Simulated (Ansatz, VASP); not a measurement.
**One calculation of In, two programs**

```
CELL_PARAMETERS angstrom
-1.61414 1.61414 2.63880
1.61414 -1.61414 2.63880
1.61414 1.61414 -2.63880
ATOMIC_POSITIONS crystal
In 0.00000 0.00000 0.00000
```

Alike in both runs: task single point; functional LDA; k mesh 22 × 22 × 22; occupations gaussian, width 0.15 eV; no spin polarisation.

```csv
,VASP,Ansatz
version,VASP 6.6.1,Ansatz 0.2.0
potentials or method,"VASP PAW LDA potentials, release 64 (In_d), cutoff 520 eV","scalar-relativistic, plane waves, PAW"
valence electrons in the cell,13,13
```

|  | VASP | Ansatz | Ansatz less VASP |
| --- | --- | --- | --- |
| gap on the k mesh at the Fermi level (eV) | none | none | - |
| pressure (GPa) | -4.1 | -4.1 | -0.03 |
| traceless stress, the component that is largest in VASP (GPa) | -0.28 | -0.28 | -0.002 |

LDA's correlation is that of Perdew and Zunger in VASP and of Perdew and Wang (1992) in Ansatz. A gap of «none» marks a metal or a gap that the smearing closes.
